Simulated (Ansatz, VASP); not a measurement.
**Re in VASP and in Ansatz**

```xyz
2
Lattice="2.6029 0.0000 0.0000 -1.3015 2.2542 0.0000 0.0000 0.0000 4.1620" Properties=species:S:1:pos:R:3 pbc="T T T"
Re    0.0000    1.5028    1.0405
Re    1.3015    0.7514    3.1215
```

Alike in both runs: task electric field gradients; functional LDA; k mesh 14 × 14 × 8; occupations fermi-dirac, width 0.05 eV; no spin polarisation.

```csv
,VASP,Ansatz
version,VASP 6.6.1,Ansatz 0.2.0
potentials or method,"VASP PAW LDA potentials, release 64 (Re), cutoff 520 eV","all-electron PAW with datasets made for the crystal, scalar-relativistic"
```

|  | VASP | Ansatz | Ansatz less VASP |
| --- | --- | --- | --- |
| size of Vzz on the site where it differs most (V/Å²) | 102.3 | 80.8 | -21.46 |

LDA's correlation is that of Perdew and Zunger in VASP and of Perdew and Wang (1992) in Ansatz. Ansatz ran all-electron here, and VASP with PAW potentials.

Neither program's run includes spin-orbit coupling.
